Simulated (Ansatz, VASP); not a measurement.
# AlN in VASP and in Ansatz

File INCAR:

```
SYSTEM = AlN
PREC = Accurate
ENCUT = 520
EDIFF = 1E-6
ISMEAR = 0
SIGMA = 0.05
LREAL = .False.
LASPH = .True.
NELM = 60
ALGO = Normal
ISIF = 2
LWAVE = .False.
LCHARG = .False.
GGA = PE
NBANDS = 26
```

The input KPOINTS:

```
Automatic mesh
0
Gamma
  8 8 3
  0 0 0
```

POSCAR

```
AlN
1.0
   -3.1302395629      0.0000000000      0.0000000000
   -1.5651197814     -2.7108669814      0.0000000000
    0.0000000000      0.0000000000     11.0359593112
Al N
4 4
Direct
    0.3333333333      0.3333333333      0.5952978697
    0.3333333333      0.3333333333      0.1406043072
    0.6666666667      0.6666666667      0.8226446510
    0.6666666667      0.6666666667      0.3679510884
    0.3333333333      0.3333333333      0.7687828180
    0.3333333333      0.3333333333      0.3140892554
    0.6666666667      0.6666666667      0.0867424741
    0.6666666667      0.6666666667      0.5414360367
```

Input for Ansatz:

```yaml
crystal:
  lattice:
    - [-3.1302395629, 0.0, 0.0]
    - [-1.5651197814, -2.7108669814, 0.0]
    - [0.0, 0.0, 11.0359593112]
  atoms:
    - { symbol: Al, position: [0.3333333333, 0.3333333333, 0.5952978697] }
    - { symbol: Al, position: [0.3333333333, 0.3333333333, 0.1406043072] }
    - { symbol: Al, position: [0.6666666667, 0.6666666667, 0.822644651] }
    - { symbol: Al, position: [0.6666666667, 0.6666666667, 0.3679510884] }
    - { symbol: "N", position: [0.3333333333, 0.3333333333, 0.768782818] }
    - { symbol: "N", position: [0.3333333333, 0.3333333333, 0.3140892554] }
    - { symbol: "N", position: [0.6666666667, 0.6666666667, 0.0867424741] }
    - { symbol: "N", position: [0.6666666667, 0.6666666667, 0.5414360367] }
basis:
  ecutwfc: 420
kpoints:
  mp_grid: { grid: [8, 8, 3] }
hamiltonian:
  xc: pbe
scf:
  occupations: { method: gaussian, width: 0.05 }
output:
  forces: true
  stress: true
  eigenvalues: true
  write_density: true
  write_potential: true
  elf: true
  volumetric_format: npy
```

Alike in both runs: task single point; functional PBE; k mesh 8 × 8 × 3; occupations gaussian, width 0.05 eV; no spin polarisation.

```csv
,VASP,Ansatz
version,VASP 6.6.1,Ansatz 0.2.0
potentials or method,"VASP PAW PBE potentials, release 64 (Al, N), cutoff 520 eV","scalar-relativistic, plane waves, PAW"
valence electrons in the cell,32,32
```

Ansatz gave:

```
gap on the k mesh at the Fermi level (eV)                     : 0.95
least direct gap on the mesh (eV)                             : 0.95
pressure (GPa)                                                : -4.1
traceless stress, the component that is largest in VASP (GPa) : -6.36
rms of the force components (eV/Å)                            : 0.684
```

Question: Estimate VASP's values.

Answer: gap on the k mesh at the Fermi level (eV): 0.97; least direct gap on the mesh (eV): 0.97; pressure (GPa): -4.4; traceless stress, the component that is largest in VASP (GPa): -6.39; rms of the force components (eV/Å): 0.680.

Atom by atom the forces differ by 0.006 eV/Å (rms over components). With one functional, cell and mesh, what is left measures potentials, basis and numerics.
